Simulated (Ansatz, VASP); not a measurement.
One calculation of GaSb, two programs

File INCAR:

```
ALGO = Normal ; EDIFF = 1E-6
ENCUT = 520 ; GGA = PS
ISIF = 2 ; ISMEAR = -1
LASPH = True ; LCHARG = True
LELF = True ; LREAL = False
LVHAR = True ; LWAVE = False
NBANDS = 16 ; NELM = 100
PREC = Accurate ; SIGMA = 0.05
```

KPOINTS

```
k-points
0
Gamma
  8 8 8
```

Contents of POSCAR:

```
GaSb
1.0
    0.0000000000      2.9965539066      2.9965539066
    2.9965539066      0.0000000000      2.9965539066
    2.9965539066      2.9965539066      0.0000000000
Sb Ga
1 1
Direct
    0.7500000000      0.7500000000      0.7500000000
    0.0000000000      0.0000000000      0.0000000000
```

The input input.yaml:

```yaml
crystal:
  lattice:
    - [0.0, 2.9965539066, 2.9965539066]
    - [2.9965539066, 0.0, 2.9965539066]
    - [2.9965539066, 2.9965539066, 0.0]
  atoms:
    - { symbol: Sb, position: [0.75, 0.75, 0.75] }
    - { symbol: Ga, position: [0.0, 0.0, 0.0] }
kpoints:
  mp_grid: { grid: [8, 8, 8] }
scf:
  occupations: { method: fermi_dirac, width: 0.05 }
hamiltonian:
  xc: pbesol
  pseudopotentials: { kind: all_electron, lapw: { basis_error: 0.0005 } }
output:
  forces: true
  stress: true
  eigenvalues: true
```

Change from the starting cell: volume scaled by 0.94.

Alike in both runs: task single point; functional PBEsol; k mesh 8 × 8 × 8; occupations fermi-dirac, width 0.05 eV; no spin polarisation.

```csv
,VASP,Ansatz
version,VASP 6.6.1,Ansatz 0.2.0
potentials or method,"VASP PAW PBE potentials, release 64 (Sb, Ga_d), cutoff 520 eV","all-electron LAPW, scalar-relativistic"
```

Ansatz gave:

| Property | Result |
| --- | --- |
| gap on the k mesh at the Fermi level (eV) | 0.43 |
| least direct gap on the mesh (eV) | 0.43 |
| pressure (GPa) | 3.5 |

What did VASP give for the same quantities?

gap on the k mesh at the Fermi level (eV): 0.44; least direct gap on the mesh (eV): 0.44; pressure (GPa): 3.6.

VASP's potentials were made for PBE, not for PBEsol. Ansatz ran all-electron here, and VASP with PAW potentials.

Spin-orbit coupling is off throughout.
